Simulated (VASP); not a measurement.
# ZnO: single point with r2SCAN+rVV10

ZnO:

```
Zn O
1.0
     1.61250   -2.79280    0.00000
     1.61250    2.79280    0.00000
     0.00000    0.00000    5.19703
Zn O
2 2
Direct
  0.83333 0.16667 0.99781
  0.16667 0.83333 0.49781
  0.16668 0.83332 0.87719
  0.83332 0.16668 0.37719
```

| Property | Result |
| --- | --- |
| Program | VASP 6.6.1 |
| Task | single point |
| Functional | r2SCAN |
| Dispersion | rVV10 |
| Potentials or basis | VASP PAW PBE potentials, release 64 (Zn, O) |
| Cutoff | 660 eV |
| k mesh | 12 × 12 × 4 |
| Occupations | fermi-dirac, width 0.03 eV |
| Spin | no spin polarisation |
| Dipole correction | no |
| Further INCAR settings | ALGO = Normal; EDIFF = 1e-06; NBANDS = 26 |

| Property | Result |
| --- | --- |
| Pressure | 0.8 GPa |
| Band gap on the k mesh | 1.19 eV |

Levels at points of the mesh, in eV from the valence-band top:
```tsv
k point	band 14	band 15	band 16	band 17	band 18	band 19	band 20	band 21	band 22	band 23
(0.00, 0.00, 0.00)	-0.83	-0.83	-0.10	0.00	0.00	1.19	5.87	8.80	13.75	13.75
(0.50, 0.00, 0.00)	-3.63	-2.90	-2.37	-1.33	-0.88	6.44	7.30	8.03	9.37	11.39
(0.50, 0.50, 0.00)	-3.63	-2.90	-2.37	-1.33	-0.88	6.44	7.30	8.03	9.37	11.39
(0.00, 0.00, 0.50)	-2.26	-0.41	-0.41	-0.41	-0.41	3.91	3.91	10.82	10.82	14.05
(0.50, 0.00, 0.50)	-3.80	-1.58	-1.58	-1.43	-1.43	6.21	6.21	9.21	9.21	12.00
(0.50, 0.50, 0.50)	-3.80	-1.58	-1.58	-1.43	-1.43	6.21	6.21	9.21	9.21	12.00
```

Run time: 23 min on 1 thread of Oxide Virtual Turin-like Processor (shared host), peak memory 0.44 GiB.

Caveat: the PAW data sets were made with another functional, which shifts forces and pressure a little.
